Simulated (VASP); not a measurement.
# Sc7VN8 (Fm-3m) in VASP: a series of runs

Sc7VN8 is run at these levels: PBEsol; tasks: single point.

All numbers are computed with VASP 6.6.1; they aren't measurements. Logs are shortened: lines on timing, memory, paths and dates and some standing lists are left out, and cuts for length are marked.

### Step 1. The cell of the first run

The structure is cubic, space group Fm-3m (No. 225). The conventional cell has a = 8.808 Å, b = 8.808 Å, c = 8.808 Å, α = 90.00°, β = 90.00°, γ = 90.00°. Sc (site symmetry m-3m) has 6 N at 2.27 Å and 12 Sc at 3.11 Å within 3.2 Å. Sc (site symmetry mmm) has 6 N at 2.20 Å within 2.9 Å. V (site symmetry m-3m) has 6 N at 2.13 Å within 2.8 Å. N (site symmetry -43m) has 6 Sc at 2.20 Å within 2.9 Å. N (site symmetry 4mm) has 1 V at 2.13 Å and 5 Sc at 2.20 to 2.27 Å within 2.8 Å.

### Step 2. Single point, PBEsol

INCAR

```
SYSTEM = Sc7VN8
  PREC = Accurate
  ENCUT = 520
  EDIFF = 1E-6
  ISMEAR = 0
  SIGMA = 0.1
  LREAL = Auto
  LASPH = .True.
  NELM = 100
  ALGO = Normal
  ISIF = 2
  LWAVE = .False.
  LCHARG = .True.
  GGA = PS
  LELF = .True.
  LVHAR = .True.
  NBANDS = 79
```

KPOINTS

```
Automatic mesh
0
Gamma
  8 8 8
  0 0 0
```

POSCAR

```
Sc7VN8
1.0
   -4.4040509606      4.4040509606      0.0000000000
   -4.4040509606      0.0000000000      4.4040509606
    0.0000000000      4.4040509606      4.4040509606
Sc V N
7 1 8
Direct
    0.0000000000      0.0000000000      0.0000000000
    0.5000000000      0.0000000000      0.0000000000
    0.0000000000      0.5000000000      0.0000000000
    0.0000000000      0.0000000000      0.5000000000
    0.5000000000      0.5000000000      0.0000000000
    0.5000000000      0.0000000000      0.5000000000
    0.0000000000      0.5000000000      0.5000000000
    0.5000000000      0.5000000000      0.5000000000
    0.7500000000      0.7500000000      0.7500000000
    0.2578306939      0.7421693061      0.7421693061
    0.7421693061      0.2578306939      0.7421693061
    0.7421693061      0.7421693061      0.2578306939
    0.2578306939      0.2578306939      0.7421693061
    0.2578306939      0.7421693061      0.2578306939
    0.7421693061      0.2578306939      0.2578306939
    0.2500000000      0.2500000000      0.2500000000
```

Potentials or basis: VASP PAW PBE potentials, release 64 (Sc_sv, V_sv, N).

On the command line:

```console
> cat potpaw_PBE.64/Sc_sv/POTCAR potpaw_PBE.64/V_sv/POTCAR potpaw_PBE.64/N/POTCAR > POTCAR
> mpirun -np 1 vasp_std > vasp.out
```

OUTCAR:

```text
SYSTEM = Sc7VN8
   PREC = Accurate
   ENCUT = 520
   EDIFF = 1E-6
   ISMEAR = 0
   LREAL = Auto
   LASPH = .True.
   NELM = 100
   ISIF = 2
   GGA = PS

 ion  position               nearest neighbor table
   1  0.000  0.000  0.000-  10 2.27  11 2.27  12 2.27  13 2.27  14 2.27  15 2.27   2 3.11   3 3.11
                             4 3.11   4 3.11   6 3.11   7 3.11   3 3.11   5 3.11   7 3.11   2 3.11
   2  0.500  0.000  0.000-   9 2.20  16 2.20  12 2.20  13 2.20  14 2.20  11 2.20   1 3.11   5 3.11
                             6 3.11   4 3.11   6 3.11   8 3.11   3 3.11   5 3.11   8 3.11   1 3.11
   3  0.000  0.500  0.000-   9 2.20  16 2.20  12 2.20  13 2.20  15 2.20  10 2.20   1 3.11   5 3.11
                             7 3.11   4 3.11   7 3.11   8 3.11   1 3.11   2 3.11   4 3.11   2 3.11
   4  0.000  0.000  0.500-   9 2.20  16 2.20  11 2.20  14 2.20  15 2.20  10 2.20   1 3.11   6 3.11
                             7 3.11   1 3.11   2 3.11   3 3.11   3 3.11   7 3.11   8 3.11   2 3.11
   5  0.500  0.500  0.000-   9 2.20  16 2.20  11 2.20  14 2.20  15 2.20  10 2.20   2 3.11   3 3.11
                             8 3.11   6 3.11   7 3.11   8 3.11   1 3.11   2 3.11   6 3.11   1 3.11
   6  0.500  0.000  0.500-   9 2.20  16 2.20  12 2.20  13 2.20  15 2.20  10 2.20   2 3.11   4 3.11
                             8 3.11   1 3.11   2 3.11   5 3.11   5 3.11   7 3.11   8 3.11   1 3.11
   7  0.000  0.500  0.500-   9 2.20  16 2.20  12 2.20  13 2.20  14 2.20  11 2.20   3 3.11   4 3.11
                             8 3.11   1 3.11   3 3.11   5 3.11   1 3.11   4 3.11   6 3.11   5 3.11
   8  0.500  0.500  0.500-  10 2.13  11 2.13  12 2.13  13 2.13  14 2.13  15 2.13   5 3.11   6 3.11
                             7 3.11   2 3.11   3 3.11   5 3.11   2 3.11   4 3.11   6 3.11   3 3.11
   9  0.750  0.750  0.750-   2 2.20   3 2.20   4 2.20   5 2.20   6 2.20   7 2.20
  10  0.258  0.742  0.742-   8 2.13   4 2.20   5 2.20   6 2.20   3 2.20   1 2.27
  11  0.742  0.258  0.742-   8 2.13   4 2.20   5 2.20   7 2.20   2 2.20   1 2.27
  12  0.742  0.742  0.258-   8 2.13   3 2.20   6 2.20   7 2.20   2 2.20   1 2.27
  13  0.258  0.258  0.742-   8 2.13   3 2.20   6 2.20   7 2.20   2 2.20   1 2.27
  14  0.258  0.742  0.258-   8 2.13   4 2.20   5 2.20   7 2.20   2 2.20   1 2.27
  15  0.742  0.258  0.258-   8 2.13   4 2.20   5 2.20   6 2.20   3 2.20   1 2.27
  16  0.250  0.250  0.250-   2 2.20   3 2.20   4 2.20   5 2.20   6 2.20   7 2.20

  LATTYP: Found a face centered cubic cell.
 ALAT       =     8.8081019212

  Lattice vectors:

 A1 = (  -4.4040509606,   4.4040509606,   0.0000000000)
 A2 = (  -4.4040509606,   0.0000000000,   4.4040509606)
 A3 = (   0.0000000000,   4.4040509606,   4.4040509606)

Analysis of symmetry for initial positions (statically):
=====================================================================
 Subroutine PRICEL returns:
 Original cell was already a primitive cell.

 Routine SETGRP: Setting up the symmetry group for a
 face centered cubic supercell.

 Subroutine GETGRP returns: Found 48 space group operations
 (whereof 48 operations were pure point group operations)
 out of a pool of 48 trial point group operations.

The static configuration has the point symmetry O_h .

Analysis of symmetry for dynamics (positions and initial velocities):
=====================================================================
 Subroutine PRICEL returns:
 Original cell was already a primitive cell.

 Routine SETGRP: Setting up the symmetry group for a
 face centered cubic supercell.

 Subroutine GETGRP returns: Found 48 space group operations
 (whereof 48 operations were pure point group operations)
 out of a pool of 48 trial point group operations.

The dynamic configuration has the point symmetry O_h .

 Subroutine INISYM returns: Found 48 space group operations
 (whereof 48 operations are pure point group operations),
 and found     1 'primitive' translations

----------------------------------------------------------------------------------------

                                     Primitive cell

  volume of cell :     170.8390

  direct lattice vectors                    reciprocal lattice vectors
    -4.404050961  4.404050961  0.000000000    -0.113531838  0.113531838 -0.113531838
    -4.404050961  0.000000000  4.404050961    -0.113531838 -0.113531838  0.113531838
     0.000000000  4.404050961  4.404050961     0.113531838  0.113531838  0.113531838

  length of vectors
     6.228268598  6.228268598  6.228268598     0.196642912  0.196642912  0.196642912

  position of ions in fractional coordinates (direct lattice)
     0.000000000  0.000000000  0.000000000
     0.500000000  0.000000000  0.000000000
     0.000000000  0.500000000  0.000000000
     0.000000000  0.000000000  0.500000000
     0.500000000  0.500000000  0.000000000
     0.500000000  0.000000000  0.500000000
[... 8 lines left out ...]
     0.742169306  0.257830694  0.257830694
     0.250000000  0.250000000  0.250000000

  ion indices of the primitive-cell ions
   primitive index   ion index
                 1           1
                 2           2
                 3           3
                 4           4
                 5           5
                 6           6
[... 8 lines left out ...]
                15          15
                16          16

----------------------------------------------------------------------------------------

 KPOINTS: Automatic mesh

Automatic generation of k-mesh.
 Grid dimensions read from file:
 generate k-points for:    8    8    8

 Generating k-lattice:

  Cartesian coordinates                     Fractional coordinates (reciprocal lattice)
    -0.014191480  0.014191480 -0.014191480     0.125000000  0.000000000  0.000000000
    -0.014191480 -0.014191480  0.014191480     0.000000000  0.125000000  0.000000000
     0.014191480  0.014191480  0.014191480     0.000000000  0.000000000  0.125000000

  Length of vectors
     0.024580364  0.024580364  0.024580364

  Shift w.r.t. Gamma in fractional coordinates (k-lattice)
     0.000000000  0.000000000  0.000000000

 Subroutine IBZKPT returns following result:
 ===========================================

 Found     29 irreducible k-points:

 Following reciprocal coordinates:
            Coordinates               Weight
  0.000000  0.000000  0.000000      1.000000
  0.125000  0.000000  0.000000      8.000000
  0.250000  0.000000  0.000000      8.000000
  0.375000  0.000000  0.000000      8.000000
  0.500000  0.000000  0.000000      4.000000
  0.125000  0.125000  0.000000      6.000000
[... 16 lines left out ...]
  0.500000  0.250000  0.125000     48.000000
 -0.375000  0.250000  0.125000     24.000000
 [... further k-points ...]
   k-points           NKPTS =     29   k-points in BZ     NKDIM =     29   number of bands    NBANDS=     79
   number of dos      NEDOS =    301   number of ions     NIONS =     16
   total plane-waves  NPLWV = 110592
   dimension x,y,z NGX =    48 NGY =   48 NGZ =   48
   dimension x,y,z NGXF=    96 NGYF=   96 NGZF=   96
   ions per type =               7   1   8
   NGX,Y,Z   is equivalent  to a cutoff of  12.81, 12.81, 12.81 a.u.
   NGXF,Y,Z  is equivalent  to a cutoff of  25.62, 25.62, 25.62 a.u.
 SYSTEM =  Sc7VN8
   PREC   = accura    normal or accurate (medium, high low for compatibility)
   ISTART =      0    job   : 0-new  1-cont  2-samecut
   ICHARG =      2    charge: 1-file 2-atom 10-const
   ISPIN  =      1    spin polarized calculation?
   LNONCOLLINEAR =      F non collinear calculations
   LSORBIT =      F    spin-orbit coupling
   LASPH  =      T    aspherical Exc in radial PAW
   ENCUT  =  520.0 eV  38.22 Ry    6.18 a.u.  11.58 11.58 11.58*2*pi/ulx,y,z
   NELM   =    100;   NELMIN=  2; NELMDL= -5     # of ELM steps
   EDIFF  = 0.1E-05   stopping-criterion for ELM
   LREAL  =      T    real-space projection
   EDIFFG = 0.1E-04   stopping-criterion for IOM
   NSW    =      0    number of steps for IOM
   IBRION =     -1    ionic relax: 0-MD 1-quasi-New 2-CG
   NFREE  =      0    steps in history (QN), initial steepest desc. (CG)
   ISIF   =      2    stress and relaxation
   ISYM   =      2    0-nonsym 1-usesym 2-fastsym
   POTIM  = 0.5000    time-step for ionic-motion
   TEBEG  =    0.0;   TEEND  =   0.0 temperature during run
   PSTRESS=    0.0 pullay stress
   NELECT =     130.0000    total number of electrons
   NUPDOWN=      -1.0000    fix difference up-down
   EMIN   =  10.00;   EMAX   =-10.00  energy-range for DOS
   EFERMI =   0.00;   METHOD = LEGACY
   ISMEAR =     0;   SIGMA  =   0.10  broadening in eV -4-tet -1-fermi 0-gaus
   EFERMI_NEDOS =   21; number of points for ismear=-14 and -15
   IALGO  =     38    algorithm
   IMIX   =      4    mixing-type and parameters
     AMIX     =   0.40;   BMIX     =  1.00
     AMIX_MAG =   1.60;   BMIX_MAG =  1.00
  volume/ion in A,a.u.               =      10.68        72.05
  Fermi-wavevector in a.u.,A,eV,Ry     =   1.494607  2.824397 30.393367  2.233849
  Thomas-Fermi vector in A             =   2.606858
   LORBIT       =      0    0 simple, 1 ext, 2 COOP (PROOUT), +10 PAW based schemes
   GGA     = PS    functional components
   LHFCALC =     F    Hartree Fock is set to
   AEXX    =    0.0000 exact exchange contribution
   IVDW    =     0    specifies the selected vdW correction
   LEPSILON=     F    determine dielectric tensor
   LRPA    =     F    only Hartree local field effects (RPA)
 non-spin polarized calculation
 Gauss-broadening in eV      SIGMA  =   0.10
  energy-cutoff  :      520.00
  volume of cell :      170.84
 maximum number of plane-waves:      4645
 NGX is ok and might be reduce to    48
   NGX = 23   NGY = 23   NGZ = 23

 number of electron     129.9999992 magnetization

 Free energy of the ion-electron system (eV)
  ---------------------------------------------------
  ext. energy  EPLUGINS =         0.00000000
  ---------------------------------------------------
  free energy    TOTEN  =      -155.66978023 eV

  energy without entropy =     -155.65483603  energy(sigma->0) =     -155.66230813

 E-fermi :   7.0140     XC(G=0): -12.5023

 val. band max:        6.9755105466   @ k =  -0.3750   0.3750   0.1250
 cond. band min:       7.0439012734   @ k =  -0.2500   0.1250   0.0000
 fundamental gap:      0.0683907268
 Fermi energy:         7.0140477947

 k-point     1 :       0.0000    0.0000    0.0000
  band No.  band energies     occupation
      1     -58.1608      2.00000
      2     -41.7780      2.00000
      3     -41.3645      2.00000
      4     -41.2824      2.00000
      5     -41.2824      2.00000
      6     -41.2824      2.00000
[... 69 lines left out ...]
     76      10.7058      0.00000
     77      10.7058      0.00000

 k-point     2 :       0.1250    0.0000    0.0000
  band No.  band energies     occupation
      1     -58.1608      2.00000
      2     -41.7775      2.00000
      3     -41.3617      2.00000
      4     -41.2858      2.00000
      5     -41.2809      2.00000
      6     -41.2809      2.00000
[... 69 lines left out ...]
     76      10.8725      0.00000
     77      10.8726      0.00000
[... 1678 lines left out ...]
     76       9.8705      0.00000
     77      10.3322      0.00000

 k-point    24 :      -0.3750    0.2500    0.1250
  band No.  band energies     occupation
      1     -58.1608      2.00000
      2     -41.7741      2.00000
      3     -41.3217      2.00000
      4     -41.3199      2.00000
      5     -41.2743      2.00000
      6     -41.2737      2.00000
[... 69 lines left out ...]
     76      10.0901      0.00000
     77      10.1483      0.00000

 [... further k-points ...]

 [bands above 77 left out]

------------------------ aborting loop because EDIFF is reached ----------------------------------------

  FORCE on cell =-STRESS in cart. coord.  units (eV):
  Direction    XX          YY          ZZ          XY          YZ          ZX
  --------------------------------------------------------------------------------------
  -------------------------------------------------------------------------------------
  Total        1.0732100      1.0732100      1.0732100      0.0000000      0.0000000      0.0000000
  in kB       10.0648728     10.0648728     10.0648728      0.0000000      0.0000000      0.0000000
  external PRESSURE =      10.0648728 kB  Pullay stress =       0.0000000 kB

 VOLUME and BASIS-vectors are now :
 -----------------------------------------------------------------------------
  energy-cutoff  :      520.00
  volume of cell :      170.84
      direct lattice vectors                 reciprocal lattice vectors
    -4.404050961  4.404050961  0.000000000    -0.113531838  0.113531838 -0.113531838
    -4.404050961  0.000000000  4.404050961    -0.113531838 -0.113531838  0.113531838
     0.000000000  4.404050961  4.404050961     0.113531838  0.113531838  0.113531838

 POSITION                                       TOTAL-FORCE (eV/Angst)
 -----------------------------------------------------------------------------------
      0.00000      0.00000      0.00000        -0.000000      0.000000      0.000000
     -2.20203      2.20203      0.00000        -0.000000      0.000000      0.000000
     -2.20203      0.00000      2.20203         0.000000      0.000000      0.000000
      0.00000      2.20203      2.20203        -0.000000      0.000000      0.000000
     -4.40405      2.20203      2.20203        -0.000000     -0.000000      0.000000
     -2.20203      4.40405      2.20203        -0.000000     -0.000000      0.000000
[... 8 lines left out ...]
     -4.40405      4.40405      2.27100         0.000000      0.000000      0.011565
     -2.20203      2.20203      2.20203        -0.000000     -0.000000      0.000000
 -----------------------------------------------------------------------------------
    total drift:                               -0.000000      0.000000      0.000000

  FREE ENERGIE OF THE ION-ELECTRON SYSTEM (eV)
  ---------------------------------------------------
  free  energy   TOTEN  =      -155.6697802348 eV

  energy  without entropy=     -155.6548360259  energy(sigma->0) =     -155.66230813
```

Wall time 27 min (1 thread of Intel Xeon Platinum 8259CL at 2.50GHz (Skylake/Cascade Lake), shared host); peak memory 0.47 GiB.

What came out:

```
Free energy            : -155.6698 eV
Pressure               : 1.0 GPa
Largest force          : 0.012 eV/Å
Band gap on the k mesh : zero (bands 65 and 66 overlap by 1.20 eV)
```

Forces on the atoms (eV/Å):
```
Sc   0.000  0.000  0.000
Sc   0.000  0.000  0.000
Sc   0.000  0.000  0.000
Sc   0.000  0.000  0.000
Sc   0.000  0.000  0.000
Sc   0.000  0.000  0.000
Sc   0.000  0.000  0.000
V    0.000  0.000  0.000
N    0.000  0.000  0.000
N    0.000  0.000 -0.012
N    0.000 -0.012  0.000
N    0.012  0.000  0.000
N   -0.012  0.000  0.000
N    0.000  0.012  0.000
N    0.000  0.000  0.012
N    0.000  0.000  0.000
```

Levels at points of the mesh, in eV from the Fermi level:
```tsv
k point	band 61	band 62	band 63	band 64	band 65	band 66	band 67	band 68	band 69	band 70
(0.00, 0.00, 0.00)	-1.79	-1.38	-1.38	-1.38	-0.81	-0.81	-0.81	0.84	0.84	0.84
(0.50, 0.00, 0.00)	-2.70	-2.70	-2.54	-2.54	0.13	0.33	0.33	1.48	1.48	1.63
(0.50, 0.50, 0.00)	-1.87	-1.87	-1.73	-1.73	-0.77	0.22	0.76	0.76	1.97	2.05
```

Caveat: the PAW data sets were made with another functional, which shifts forces and pressure a little; the run has no spin polarisation, though such a crystal can be magnetic. With open d or f shells a metallic result of PBEsol can be an artefact of self-interaction; +U or a hybrid may open a gap.

(Continued in part 2 of 2.)
